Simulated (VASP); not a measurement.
# Zr2Br (Fm-3m) in VASP: further runs, part 3 of 3

VASP 6.6.1.

### 5 Single point, PBE

This run uses another cell than the first one, of 22.84 Å³/atom, 0.978 times its volume.

Contents of INCAR:

```
SYSTEM = Zr2Br
PREC = Accurate
ENCUT = 520
EDIFF = 1E-7
ISMEAR = 0
SIGMA = 0.1
LREAL = .False.
LASPH = .True.
NELM = 80
ALGO = Normal
ISIF = 2
LWAVE = .False.
LCHARG = .True.
GGA = PE
LELF = .True.
LVHAR = .True.
NBANDS = 22
```

Contents of KPOINTS:

```
regular mesh
0
Gamma
  12 12 12
  0 0 0
```

Contents of POSCAR:

```
Zr2Br
1.0
    0.0000000000      3.2478425860      3.2478425860
    3.2478425860      0.0000000000      3.2478425860
    3.2478425860      3.2478425860      0.0000000000
Zr Br
2 1
Direct
    0.7500000000      0.7500000000      0.7500000000
    0.2500000000      0.2500000000      0.2500000000
    0.0000000000      0.0000000000      0.0000000000
```

Potentials or basis: VASP PAW PBE potentials, release 64 (Zr_sv, Br).

Launch:

```console
> cat potpaw_PBE.64/Zr_sv/POTCAR potpaw_PBE.64/Br/POTCAR > POTCAR
> mpirun -np 1 vasp_std > vasp.out
```

OUTCAR:

```text
SYSTEM = Zr2Br
   PREC = Accurate
   ENCUT = 520
   EDIFF = 1E-7
   ISMEAR = 0
   LREAL = .False.
   LASPH = .True.
   NELM = 80
   ISIF = 2
   GGA = PE

 ion  position               nearest neighbor table
   1  0.750  0.750  0.750-   3 2.81   3 2.81   3 2.81   3 2.81   2 3.25   2 3.25   2 3.25   2 3.25
                             2 3.25   2 3.25
   2  0.250  0.250  0.250-   3 2.81   3 2.81   3 2.81   3 2.81   1 3.25   1 3.25   1 3.25   1 3.25
                             1 3.25   1 3.25
   3  0.000  0.000  0.000-   1 2.81   2 2.81   1 2.81   1 2.81   2 2.81   1 2.81   2 2.81   2 2.81

  LATTYP: Found a face centered cubic cell.
[... 798 lines left out ...]
  --------------------------------------------------------------------------------------
  -------------------------------------------------------------------------------------
  Total        0.0217289      0.0217289      0.0217289      0.0000000     -0.0000000      0.0000000
  in kB        0.5080814      0.5080814      0.5080814      0.0000000     -0.0000000      0.0000000
  external PRESSURE =       0.5080814 kB  Pullay stress =       0.0000000 kB

 VOLUME and BASIS-vectors are now :
 -----------------------------------------------------------------------------
  energy-cutoff  :      520.00
  volume of cell :       68.52
      direct lattice vectors                 reciprocal lattice vectors
     0.000000000  3.247842586  3.247842586    -0.153948348  0.153948348  0.153948348
     3.247842586  0.000000000  3.247842586     0.153948348 -0.153948348  0.153948348
     3.247842586  3.247842586  0.000000000     0.153948348  0.153948348 -0.153948348

 POSITION                                       TOTAL-FORCE (eV/Angst)
 -----------------------------------------------------------------------------------
      4.87176      4.87176      4.87176         0.000000      0.000000      0.000000
      1.62392      1.62392      1.62392        -0.000000     -0.000000     -0.000000
      0.00000      0.00000      0.00000         0.000000     -0.000000     -0.000000
 -----------------------------------------------------------------------------------
    total drift:                                0.000000      0.000000      0.000000

  FREE ENERGIE OF THE ION-ELECTRON SYSTEM (eV)
  ---------------------------------------------------
  free  energy   TOTEN  =       -17.8349774734 eV

  energy  without entropy=      -17.8245478712  energy(sigma->0) =      -17.82976267
```

OSZICAR:

```text
N       E                     dE             d eps       ncg     rms          rms(c)
DAV:   1     0.272058850784E+03    0.27206E+03   -0.15974E+04  3168   0.134E+03
DAV:   2     0.278958447049E+01   -0.26927E+03   -0.25940E+03  3660   0.377E+02
DAV:   3    -0.170595323633E+02   -0.19849E+02   -0.19100E+02  5546   0.783E+01
DAV:   4    -0.181905909452E+02   -0.11311E+01   -0.11210E+01  4190   0.170E+01
DAV:   5    -0.182275664952E+02   -0.36976E-01   -0.36962E-01  4820   0.249E+00    0.163E+01
DAV:   6    -0.178786386968E+02    0.34893E+00   -0.69046E-01  3678   0.546E+00    0.788E+00
DAV:   7    -0.178334044776E+02    0.45234E-01   -0.39376E-01  4968   0.361E+00    0.155E+00
DAV:   8    -0.178350432854E+02   -0.16388E-02   -0.26398E-02  4352   0.117E+00    0.506E-01
DAV:   9    -0.178349886186E+02    0.54667E-04   -0.21946E-03  4144   0.313E-01    0.154E-01
DAV:  10    -0.178349893976E+02   -0.77901E-06   -0.34191E-04  4118   0.121E-01    0.226E-02
DAV:  11    -0.178349783158E+02    0.11082E-04   -0.17728E-05  4020   0.319E-02    0.111E-02
DAV:  12    -0.178349773885E+02    0.92733E-06   -0.21102E-06  4334   0.118E-02    0.217E-03
DAV:  13    -0.178349774734E+02   -0.84876E-07   -0.48887E-08  2716   0.170E-03
   1 F= -.17834977E+02 E0= -.17829763E+02  d E =-.104296E-01
```

stdout:

```text
POSCAR found type information on POSCAR ZrBr
 POSCAR found :  2 types and       3 ions
 scaLAPACK will be used
 LDA part: xc-table for (Slater+PW92), standard interpolation
 POSCAR, INCAR and KPOINTS ok, starting setup
 FFT: planning ... GRIDC
 FFT: planning ... GRID_SOFT
 FFT: planning ... GRID
 WAVECAR not read
 entering main loop
```

It took 3.7 min on 1 thread of Intel Xeon 8259CL, shared host; peak memory 0.27 GiB.

Results:

| Quantity | Value |
| --- | --- |
| Free energy | -17.8350 eV |
| Pressure | 0.1 GPa |

Levels at points of the mesh, in eV from the Fermi level:
```csv
k point,band 11,band 12,band 13,band 14,band 15,band 16,band 17,band 18,band 19,band 20
"(0.00, 0.00, 0.00)",-7.56,-7.56,-2.75,-2.33,-2.33,1.93,1.93,1.93,2.54,2.54
"(0.50, 0.00, 0.00)",-7.21,-7.21,-0.85,-0.78,-0.78,-0.06,0.39,0.39,0.52,0.52
"(0.50, 0.50, 0.00)",-6.89,-6.89,-2.50,-1.85,-1.40,0.82,0.82,1.33,1.33,1.52
```

Caveat: an odd number of electrons without spin polarisation forces a metal; a magnetic or distorted state may lie lower.

### 6 Relaxation of cell and atoms, PBE

Contents of INCAR:

```
PREC = Accurate
ENCUT = 600
EDIFF = 1E-6
ISMEAR = 0
SIGMA = 0.1
LREAL = False
LASPH = True
NELM = 60
ALGO = Normal
ISIF = 3
LWAVE = False
LCHARG = False
GGA = PE
IBRION = 2
NSW = 100
EDIFFG = -0.01
```

Contents of KPOINTS:

```
regular mesh
0
Gamma
  12 12 12
```

Contents of POSCAR:

```
Zr2Br
1.0
    0.0000000000      3.2717835924      3.2717835924
    3.2717835924      0.0000000000      3.2717835924
    3.2717835924      3.2717835924      0.0000000000
Zr Br
2 1
Direct
    0.7500000000      0.7500000000      0.7500000000
    0.2500000000      0.2500000000      0.2500000000
    0.0000000000      0.0000000000      0.0000000000
```

Potentials or basis: VASP PAW PBE potentials, release 64 (Zr_sv, Br).

Launch:

```console
> cat potpaw_PBE.64/Zr_sv/POTCAR potpaw_PBE.64/Br/POTCAR > POTCAR
> mpirun -np 1 vasp_std > vasp.out
```

OUTCAR:

```text
PREC = Accurate
   ENCUT = 600
   EDIFF = 1E-6
   ISMEAR = 0
   LREAL = False
   LASPH = True
   NELM = 60
   ISIF = 3
   GGA = PE
   IBRION = 2
   NSW = 100
   EDIFFG = -0.01

 ion  position               nearest neighbor table
   1  0.750  0.750  0.750-   3 2.83   3 2.83   3 2.83   3 2.83   2 3.27   2 3.27   2 3.27   2 3.27
                             2 3.27   2 3.27
   2  0.250  0.250  0.250-   3 2.83   3 2.83   3 2.83   3 2.83   1 3.27   1 3.27   1 3.27   1 3.27
                             1 3.27   1 3.27
   3  0.000  0.000  0.000-   1 2.83   1 2.83   1 2.83   2 2.83   2 2.83   2 2.83   2 2.83   1 2.83

  LATTYP: Found a face centered cubic cell.
 ALAT       =     6.5435671848

  Lattice vectors:

 A1 = (   0.0000000000,   3.2717835924,   3.2717835924)
 A2 = (   3.2717835924,   0.0000000000,   3.2717835924)
 A3 = (   3.2717835924,   3.2717835924,   0.0000000000)

Analysis of symmetry for initial positions (statically):
=====================================================================
 Subroutine PRICEL returns:
 Original cell was already a primitive cell.

 Routine SETGRP: Setting up the symmetry group for a
 face centered cubic supercell.
[... 177 lines left out ...]
  --------------------------------------------------------------------------------------
  -------------------------------------------------------------------------------------
  Total       -0.6747897     -0.6747897     -0.6747897      0.0000000     -0.0000000      0.0000000
  in kB      -15.4345978    -15.4345978    -15.4345978      0.0000000     -0.0000000      0.0000000
  external PRESSURE =     -15.4345978 kB  Pullay stress =       0.0000000 kB
[... 61 lines left out ...]
--------------------------------------- Ionic step        3  -------------------------------------------

 number of electron      31.0000001 magnetization

 Free energy of the ion-electron system (eV)
  ---------------------------------------------------
  ext. energy  EPLUGINS =         0.00000000
  ---------------------------------------------------
  free energy    TOTEN  =       -17.83537119 eV

  energy without entropy =      -17.82491109  energy(sigma->0) =      -17.83014114

 E-fermi :   8.7769     XC(G=0): -10.6962

 val. band max:        8.7526407582   @ k =  -0.4167   0.1667   0.0000
 cond. band min:       8.7912870735   @ k =  -0.4167   0.2500   0.0000
 fundamental gap:      0.0386463153
 Fermi energy:         8.7768898336

 k-point     1 :       0.0000    0.0000    0.0000
  band No.  band energies     occupation
      1     -40.6481      2.00000
      2     -40.5243      2.00000
      3     -18.8479      2.00000
      4     -18.8479      2.00000
      5     -18.8479      2.00000
      6     -18.4982      2.00000
[... 505 lines left out ...]
      6     -18.6276      2.00000
[... 11 lines left out ...]
     18       9.7083      0.00000
     19       9.8874      0.00000

 [... further k-points ...]

------------------------ aborting loop because EDIFF is reached ----------------------------------------

  FORCE on cell =-STRESS in cart. coord.  units (eV):
  Direction    XX          YY          ZZ          XY          YZ          ZX
  --------------------------------------------------------------------------------------
  -------------------------------------------------------------------------------------
  Total        0.0016335      0.0016335      0.0016335      0.0000000     -0.0000000      0.0000000
  in kB        0.0381625      0.0381625      0.0381625      0.0000000     -0.0000000      0.0000000
  external PRESSURE =       0.0381625 kB  Pullay stress =       0.0000000 kB
[... 18 lines left out ...]
  FREE ENERGIE OF THE ION-ELECTRON SYSTEM (eV)
  ---------------------------------------------------
  free  energy   TOTEN  =       -17.8353711862 eV

  energy  without entropy=      -17.8249110864  energy(sigma->0) =      -17.83014114

 reached required accuracy - stopping structural energy minimisation
```

OSZICAR:

```text
N       E                     dE             d eps       ncg     rms          rms(c)
DAV:   1     0.301467346599E+03    0.30147E+03   -0.17352E+04  2736   0.172E+03
DAV:   2     0.748051001069E+01   -0.29399E+03   -0.28704E+03  2957   0.443E+02
[... 23 lines left out ...]
DAV:   1    -0.178672738238E+02   -0.34132E-01   -0.10093E+00  3153   0.943E+00    0.164E+00
DAV:   2    -0.178404086657E+02    0.26865E-01   -0.94608E-02  3362   0.260E+00    0.604E-01
DAV:   3    -0.178344754752E+02    0.59332E-02   -0.30328E-02  3963   0.125E+00    0.278E-01
DAV:   4    -0.178349712852E+02   -0.49581E-03   -0.24819E-03  3558   0.239E-01    0.133E-01
DAV:   5    -0.178353809324E+02   -0.40965E-03   -0.14721E-03  4535   0.206E-01    0.844E-02
DAV:   6    -0.178353710166E+02    0.99158E-05   -0.89369E-05  3277   0.826E-02    0.635E-03
DAV:   7    -0.178353711862E+02   -0.16953E-06   -0.42922E-06  3748   0.128E-02
   3 F= -.17835371E+02 E0= -.17830141E+02  d E =-.720984E-02
```

CONTCAR:

```text
Zr2Br
   1.00000000000000
     0.0000000000000000    3.2488029773257954    3.2488029773257954
     3.2488029773257954   -0.0000000000000000    3.2488029773257954
     3.2488029773257954    3.2488029773257954    0.0000000000000000
  Zr              Br
     2     1
Direct
     0.7500000000000000    0.7500000000000000    0.7500000000000000
     0.2500000000000000    0.2500000000000000    0.2500000000000000
     0.0000000000000000    0.0000000000000000    0.0000000000000000

  0.00000000E+00  0.00000000E+00  0.00000000E+00
  0.00000000E+00  0.00000000E+00  0.00000000E+00
  0.00000000E+00  0.00000000E+00  0.00000000E+00
```

It took 9.7 min on 1 thread of Intel Xeon 8259CL, shared host; peak memory 0.32 GiB.

What came out:

| Quantity | Value |
| --- | --- |
| Free energy | -17.8354 eV |
| Relaxed volume | 22.86 Å³/atom |
| Relaxed cell | a = 4.595 Å, b = 4.595 Å, c = 4.595 Å, α = 60.00°, β = 60.00°, γ = 60.00° |
| Space group after relaxing (to 0.05 Å) | Fm-3m (No. 225) |
| Energy gained by relaxing | 2.4 meV/atom |
| Ionic steps | 3 |
| Pressure after relaxing | 0.0 GPa |

The path:
```tsv
step	energy change (eV)	largest force (eV/Å)	pressure (GPa)	volume (Å³)
1	0.0000	0.0000	-1.54	70.05
2	-0.0050	0.0000	0.92	67.79
3	-0.0072	0.0000	0.00	68.58
```

Final structure:
```yaml
crystal:
  lattice:
    - [0.00000, 3.24880, 3.24880]
    - [3.24880, 0.00000, 3.24880]
    - [3.24880, 3.24880, 0.00000]
  atoms:
    - { symbol: Zr, position: [0.75000, 0.75000, 0.75000] }
    - { symbol: Zr, position: [0.25000, 0.25000, 0.25000] }
    - { symbol: Br, position: [0.00000, 0.00000, 0.00000] }
```

Levels at points of the mesh, in eV from the Fermi level:
| k point | band 11 | band 12 | band 13 | band 14 | band 15 | band 16 | band 17 | band 18 | band 19 |
| --- | --- | --- | --- | --- | --- | --- | --- | --- | --- |
| (0.00, 0.00, 0.00) | -7.56 | -7.56 | -2.75 | -2.32 | -2.32 | 1.93 | 1.93 | 1.93 | 2.53 |
| (0.50, 0.00, 0.00) | -7.20 | -7.20 | -0.85 | -0.78 | -0.78 | -0.06 | 0.39 | 0.39 | 0.52 |
| (0.50, 0.50, 0.00) | -6.89 | -6.89 | -2.49 | -1.85 | -1.39 | 0.82 | 0.82 | 1.33 | 1.33 |

Caveat: an odd number of electrons without spin polarisation forces a metal; a magnetic or distorted state may lie lower.

### 7 Overview

```csv
task,cell,k mesh,cutoff (eV),gap on the mesh (eV),pressure (GPa),relaxed volume (Å³/atom)
single point,"a = 4.627 Å, angles 60.0°, 3 atoms",4 × 4 × 4,520,none,-0.3,-
single point,"a = 5.046 Å, angles 60.0°, 3 atoms",4 × 4 × 4,520,none,-11.3,-
relaxation of cell and atoms,"relaxed from a = 5.046 Å, angles 60.0°, 3 atoms",4 × 4 × 4,600,none,0.0,23.26
single point,"a = 4.593 Å, angles 60.0°, 3 atoms",12 × 12 × 12,520,none,0.1,-
relaxation of cell and atoms,"relaxed from a = 4.627 Å, angles 60.0°, 3 atoms",12 × 12 × 12,600,none,0.0,22.86
```

Alike in all rows: level PBE; potentials or basis VASP PAW PBE potentials, release 64 (Zr_sv, Br); no spin polarisation; smearing gaussian 0.1 eV.

Caveats: some runs use coarse meshes; an odd number of electrons without spin polarisation forces a metal; a magnetic or distorted state may lie lower; the volume moved by over 15 % at a fixed basis, so the end points are rough (some runs).

Absolute energies hang on the potentials; compare differences alone.
